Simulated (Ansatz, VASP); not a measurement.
# Two plane-wave programs on InGe2O2

```
CELL_PARAMETERS angstrom
3.62290 0.00000 0.00000
-1.81145 3.13753 0.00000
0.00000 0.00000 8.46752
ATOMIC_POSITIONS crystal
In 0.00000 0.00000 0.00000
Ge 0.66667 0.33333 0.34907
Ge 0.33333 0.66667 0.65093
O 0.66667 0.33333 0.58303
O 0.33333 0.66667 0.41697
```

Change from the starting cell: species swapped into the NdAl2Ge2 type (P-3m1, No. 164).

Alike in both runs: functional PBE; k mesh 6 × 6 × 4; occupations gaussian, width 0.1 eV; no spin polarisation.

Ansatz relaxed the structure, and its values are those at the end. VASP's run is a single point on that final structure, the one shown.

|  | VASP | Ansatz |
| --- | --- | --- |
| version | VASP 6.6.1 | Ansatz 0.2.0 |
| potentials or method | VASP PAW PBE potentials, release 64 (In_d, Ge_d, O_h), cutoff 910 eV | scalar-relativistic, plane waves, PAW |
| valence electrons in the cell | 53 | 53 |

Ansatz gave:

```
gap on the k mesh at the Fermi level (eV) : none
rms of the force components (eV/Å)        : 0.005
```

Problem. What did VASP give for the same quantities?

Solution. gap on the k mesh at the Fermi level (eV): none; rms of the force components (eV/Å): 0.013.

A gap of «none» marks a metal or a gap that the smearing closes.

Noted on VASP's run: the cutoff is short for stress, so the pressure is rough.
